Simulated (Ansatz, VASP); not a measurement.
**AlP: VASP beside Ansatz**

The input INCAR:

```
PREC = Accurate
ENCUT = 500
EDIFF = 1E-7
ISMEAR = 0
SIGMA = 0.02
LREAL = False
LASPH = True
NELM = 120
ALGO = Normal
ISIF = 3
LWAVE = False
LCHARG = False
GGA = PE
IBRION = 2
NSW = 80
EDIFFG = -0.01
GGA_COMPAT = False
NELMIN = 4
```

The input KPOINTS:

```
regular mesh
0
Gamma
  8 8 8
```

The input POSCAR:

```
AlP
1.0
    0.0000000000      2.7687503853      2.7687503853
    2.7687503853      0.0000000000      2.7687503853
    2.7687503853      2.7687503853      0.0000000000
Al P
1 1
Direct
    0.0000000000      0.0000000000      0.0000000000
    0.7500000000      0.7500000000      0.7500000000
```

Input for Ansatz:

```yaml
crystal:
  lattice:
    - [0.0, 2.7687503853, 2.7687503853]
    - [2.7687503853, 0.0, 2.7687503853]
    - [2.7687503853, 2.7687503853, 0.0]
  atoms:
    - { symbol: Al, position: [0.0, 0.0, 0.0] }
    - { symbol: P, position: [0.75, 0.75, 0.75] }
basis:
  ecutwfc: 420
kpoints:
  mp_grid: { grid: [8, 8, 8] }
hamiltonian:
  xc: pbe
scf:
  occupations: { method: gaussian, width: 0.02 }
output:
  forces: true
  stress: true
  eigenvalues: true
relax:
  adjacent_minimum: "off"
  f_tol: 0.01
  max_steps: 60
  cell: { stress_tol: 0.1 }
```

Alike in both runs: task relaxation of cell and atoms; functional PBE; k mesh 8 × 8 × 8; occupations gaussian, width 0.02 eV; no spin polarisation.

|  | VASP | Ansatz |
| --- | --- | --- |
| version | VASP 6.6.1 | Ansatz 0.2.0 |
| potentials or method | VASP PAW PBE potentials, release 64 (Al, P), cutoff 500 eV | scalar-relativistic, plane waves, PAW |
| valence electrons in the cell | 8 | 8 |

|  | VASP | Ansatz | Ansatz less VASP |
| --- | --- | --- | --- |
| gap on the k mesh at the Fermi level, each at its own relaxed structure (eV) | 1.63 | 1.63 | +0.004 |
| relaxed volume (Å³/atom) | 20.86 | 20.88 | +0.025 |
| relaxed cell length with the largest relative difference (Å) | 3.893 | 3.895 | +0.0015 |
